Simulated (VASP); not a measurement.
# GaB (P4/mmm) in VASP: a series of runs, part 2 of 2

VASP 6.6.1. Earlier steps stand in the parts before.

## 4. Single point, revPBE

INCAR reads:

```
PREC = Accurate
ENCUT = 520
EDIFF = 1E-6
ISMEAR = -1
SIGMA = 0.05
LREAL = False
LASPH = True
NELM = 100
ALGO = Normal
ISIF = 2
LWAVE = False
LCHARG = False
GGA = RE
NBANDS = 15
```

KPOINTS reads:

```
Automatic mesh
0
Gamma
  6 6 5
```

POSCAR reads:

```
GaB
1.0
    2.7182400000      0.0000000000      0.0000000000
    0.0000000000      2.7182400000      0.0000000000
    0.0000000000      0.0000000000      3.2362100000
Ga B
1 1
Direct
    0.5000000000      0.5000000000      0.5000000000
    0.0000000000      0.0000000000      0.0000000000
```

Potentials or basis: VASP PAW PBE potentials, release 64 (Ga_d, B).

The run is started by

```bash
$ cat potpaw_PBE.64/Ga_d/POTCAR potpaw_PBE.64/B/POTCAR > POTCAR
$ mpirun -np 1 vasp_std > vasp.out
```

OUTCAR:

```text
PREC = Accurate
   ENCUT = 520
   EDIFF = 1E-6
   ISMEAR = -1
   LREAL = False
   LASPH = True
   NELM = 100
   ISIF = 2
   GGA = RE

 ion  position               nearest neighbor table
   1  0.500  0.500  0.500-   2 2.51   2 2.51   2 2.51   2 2.51   2 2.51   2 2.51   2 2.51   2 2.51

   2  0.000  0.000  0.000-   1 2.51   1 2.51   1 2.51   1 2.51   1 2.51   1 2.51   1 2.51   1 2.51

  LATTYP: Found a simple tetragonal cell.
 ALAT       =     2.7182400000
 C/A-ratio  =     1.1905534463

  Lattice vectors:

 A1 = (   2.7182400000,   0.0000000000,   0.0000000000)
 A2 = (   0.0000000000,   2.7182400000,   0.0000000000)
 A3 = (   0.0000000000,   0.0000000000,   3.2362100000)

Analysis of symmetry for initial positions (statically):
=====================================================================
 Subroutine PRICEL returns:
 Original cell was already a primitive cell.

 Routine SETGRP: Setting up the symmetry group for a
 simple tetragonal supercell.

 Subroutine GETGRP returns: Found 16 space group operations
 (whereof 16 operations were pure point group operations)
 out of a pool of 16 trial point group operations.

The static configuration has the point symmetry D_4h.

Analysis of symmetry for dynamics (positions and initial velocities):
=====================================================================
 Subroutine PRICEL returns:
 Original cell was already a primitive cell.

 Routine SETGRP: Setting up the symmetry group for a
 simple tetragonal supercell.

 Subroutine GETGRP returns: Found 16 space group operations
 (whereof 16 operations were pure point group operations)
 out of a pool of 16 trial point group operations.

The dynamic configuration has the point symmetry D_4h.

 Subroutine INISYM returns: Found 16 space group operations
 (whereof 16 operations are pure point group operations),
 and found     1 'primitive' translations

[... 115 lines left out ...]
  volume/ion in A,a.u.               =      11.96        80.68
  Fermi-wavevector in a.u.,A,eV,Ry     =   1.431894  2.705886 27.896285  2.050319
  Thomas-Fermi vector in A             =   2.551580
   LORBIT       =      0    0 simple, 1 ext, 2 COOP (PROOUT), +10 PAW based schemes
   GGA     = RE    functional components
   LHFCALC =     F    Hartree Fock is set to
   AEXX    =    0.0000 exact exchange contribution
   IVDW    =     0    specifies the selected vdW correction
   LEPSILON=     F    determine dielectric tensor
   LRPA    =     F    only Hartree local field effects (RPA)
 non-spin polarized calculation
  energy-cutoff  :      520.00
  volume of cell :       23.91
 maximum number of plane-waves:       657
   NGX = 11   NGY = 11   NGZ = 13

 number of electron      16.0000024 magnetization

 Free energy of the ion-electron system (eV)
  ---------------------------------------------------
  ext. energy  EPLUGINS =         0.00000000
  ---------------------------------------------------
  free energy    TOTEN  =        -6.61259416 eV

  energy without entropy =       -6.60502155  energy(sigma->0) =       -6.60880785

 E-fermi :   7.1873     XC(G=0): -11.8298

 val. band max:        7.1849867440   @ k =   0.3333   0.0000   0.4000
 cond. band min:       7.1916135868   @ k =   0.5000   0.5000   0.4000
 fundamental gap:      0.0066268428
 Fermi energy:         7.1872872770

 k-point     1 :       0.0000    0.0000    0.0000
  band No.  band energies     occupation
      1      -8.3843      2.00000
      2      -8.2339      2.00000
      3      -7.9218      2.00000
      4      -7.9218      2.00000
      5      -7.8704      2.00000
      6      -6.3624      2.00000
      7       5.3339      2.00000
      8       8.8892      0.00000
      9       9.7242      0.00000
     10       9.7242      0.00000
     11      16.1174      0.00000
     12      16.4904      0.00000
     13      20.3174      0.00000
     14      21.4756      0.00000
[... 401 lines left out ...]
      2      -8.2330      2.00000
      3      -8.0180      2.00000
      4      -7.9327      2.00000
      5      -7.8379      2.00000
      6       0.5396      2.00000
      7       0.8449      2.00000
      8       3.0915      2.00000
      9       3.8819      2.00000
     10      12.4913      0.00000
     11      17.0864      0.00000
     12      18.8454      0.00000
     13      20.4088      0.00000
     14      23.3543      0.00000
     15      24.6068      0.00000

 [... further k-points ...]
[... 5 lines left out ...]
  --------------------------------------------------------------------------------------
  -------------------------------------------------------------------------------------
  Total        0.4915601      0.4915601     -0.0197279      0.0000000      0.0000000      0.0000000
  in kB       32.9363078     32.9363078     -1.3218408      0.0000000      0.0000000      0.0000000
  external PRESSURE =      21.5169250 kB  Pullay stress =       0.0000000 kB

 VOLUME and BASIS-vectors are now :
 -----------------------------------------------------------------------------
  energy-cutoff  :      520.00
  volume of cell :       23.91
      direct lattice vectors                 reciprocal lattice vectors
     2.718240000  0.000000000  0.000000000     0.367885102  0.000000000  0.000000000
     0.000000000  2.718240000  0.000000000     0.000000000  0.367885102  0.000000000
     0.000000000  0.000000000  3.236210000     0.000000000  0.000000000  0.309003433

 POSITION                                       TOTAL-FORCE (eV/Angst)
 -----------------------------------------------------------------------------------
      1.35912      1.35912      1.61810         0.000000      0.000000      0.000000
      0.00000      0.00000      0.00000         0.000000      0.000000      0.000000
 -----------------------------------------------------------------------------------
    total drift:                               -0.000000      0.000000      0.000000

  FREE ENERGIE OF THE ION-ELECTRON SYSTEM (eV)
  ---------------------------------------------------
  free  energy   TOTEN  =        -6.6125941585 eV

  energy  without entropy=       -6.6050215507  energy(sigma->0) =       -6.60880785
```

OSZICAR:

```text
N       E                     dE             d eps       ncg     rms          rms(c)
DAV:   1     0.649405748325E+02    0.64941E+02   -0.79386E+03   939   0.194E+03
DAV:   2    -0.286564265363E+01   -0.67806E+02   -0.62828E+02  1061   0.304E+02
DAV:   3    -0.682204768848E+01   -0.39564E+01   -0.39369E+01  1019   0.552E+01
DAV:   4    -0.685388460173E+01   -0.31837E-01   -0.31834E-01  1131   0.542E+00
DAV:   5    -0.685417706105E+01   -0.29246E-03   -0.29246E-03  1056   0.516E-01    0.216E+00
DAV:   6    -0.663641789400E+01    0.21776E+00   -0.21811E-01  1268   0.108E+01    0.950E-01
DAV:   7    -0.661646942216E+01    0.19948E-01   -0.30306E-02  1267   0.142E+00    0.430E-01
DAV:   8    -0.661273404889E+01    0.37354E-02   -0.40208E-03  1090   0.913E-01    0.749E-02
DAV:   9    -0.661259720188E+01    0.13685E-03   -0.47309E-04  1152   0.425E-01    0.184E-02
DAV:  10    -0.661259490780E+01    0.22941E-05   -0.23210E-05  1070   0.585E-02    0.601E-03
DAV:  11    -0.661259415853E+01    0.74927E-06   -0.19547E-06   989   0.175E-02
   1 F= -.66125942E+01 E0= -.66088079E+01  d E =-.757261E-02
```

stdout:

```text
POSCAR found type information on POSCAR GaB
 POSCAR found :  2 types and       2 ions
 scaLAPACK will be used
 -----------------------------------------------------------------------------
|                                                                             |
|                                                                             |
|     You enforced a specific xc type in the INCAR file but a different       |
|     I HOPE YOU KNOW WHAT YOU ARE DOING!                                     |
|                                                                             |
 -----------------------------------------------------------------------------

 LDA part: xc-table for (Slater+PW92), standard interpolation
 POSCAR, INCAR and KPOINTS ok, starting setup
 FFT: planning ... GRIDC
 FFT: planning ... GRID_SOFT
 FFT: planning ... GRID
 WAVECAR not read
 entering main loop
```

Wall time 3.8 s (1 thread of Intel Xeon 6975P-C (Granite Rapids), shared host); peak memory 0.13 GiB.

What came out:

```
Free energy            : -6.6126 eV
Pressure               : 2.2 GPa
Band gap on the k mesh : zero (band 8 reaches 11.15 eV, above the bottom of band 9 at 3.88 eV)
```

Stress tensor (GPa, compression positive):
```
 3.29  0.00  0.00
 0.00  3.29  0.00
 0.00  0.00 -0.13
```

Caveat: the k points lie up to 0.39 Å⁻¹ apart; the PAW data sets were made with another functional, which shifts forces and pressure a little.

## 5. Single point, BLYP

INCAR reads:

```
SYSTEM = GaB
AGGAC    = 1.0          
AGGAX    = 1.0          
ALDAC    = 0.0          
ALDAX    = 1.0          
ALGO     = Normal         ! electronic algorithm
EDIFF    = 1E-6           ! SCF threshold, eV
ENCUT    = 520            ! plane-wave cutoff, eV
GGA      = B5             ! functional
ISIF     = 2              ! what is computed and relaxed
ISMEAR   = -1             ! smearing method
LASPH    = .TRUE.         ! aspherical terms in the spheres
LCHARG   = .FALSE.        ! write CHGCAR
LREAL    = .FALSE.        ! projectors in reciprocal space
LWAVE    = .FALSE.        ! write WAVECAR
NBANDS   = 15             ! bands
NELM     = 100            ! most SCF steps
PREC     = Accurate       ! precision mode
SIGMA    = 0.05           ! smearing width, eV
```

KPOINTS reads:

```
k-points
0
G
  6 6 5
  0 0 0
```

POSCAR is that of step 4.

The run is started by

```bash
$ cat potpaw_PBE.64/Ga_d/POTCAR potpaw_PBE.64/B/POTCAR > POTCAR
$ mpirun -np 1 vasp_std > vasp.out
```

Wall time 7.3 s (1 thread of Intel Xeon 6975P-C (Granite Rapids), shared host); peak memory 0.13 GiB.

It converged, with:

| Property | Result |
| --- | --- |
| Free energy | -5.3804 eV |
| Pressure | 8.5 GPa |
| Band gap on the k mesh | zero (band 8 reaches 11.33 eV, above the bottom of band 9 at 4.19 eV) |

Stress tensor (GPa, compression positive):
```
10.00  0.00  0.00
 0.00 10.00  0.00
 0.00  0.00  5.49
```

Levels at points of the mesh, in eV from the Fermi level:
| k point | band 5 | band 6 | band 7 | band 8 | band 9 | band 10 | band 11 | band 12 |
| --- | --- | --- | --- | --- | --- | --- | --- | --- |
| (0.00, 0.00, 0.00) | -15.15 | -13.39 | -1.83 | 1.67 | 2.46 | 2.46 | 9.29 | 9.78 |
| (0.50, 0.00, 0.00) | -15.18 | -8.66 | -8.35 | 1.68 | 4.76 | 5.20 | 5.37 | 5.42 |
| (0.50, 0.50, 0.00) | -15.00 | -4.51 | -4.51 | -3.68 | -2.19 | 2.98 | 7.44 | 7.44 |

Caveat: the k points lie up to 0.39 Å⁻¹ apart; the PAW data sets were made with another functional, which shifts forces and pressure a little.

## 6. The runs side by side

```csv
level,gap on the mesh (eV),pressure (GPa)
PBEsol,none,-3.8
RPBE,none,2.8
revPBE,none,2.2
BLYP,none,8.5
```

Alike in all rows: task single point; potentials or basis VASP PAW PBE potentials, release 64 (Ga_d, B); no spin polarisation; cell as given; k mesh 6 × 6 × 5; cutoff (eV) 520; smearing fermi-dirac 0.05 eV.

Caveats: all runs use coarse meshes; the PAW data sets were made with another functional, which shifts forces and pressure a little.

Absolute energies hang on the potentials; compare differences alone.
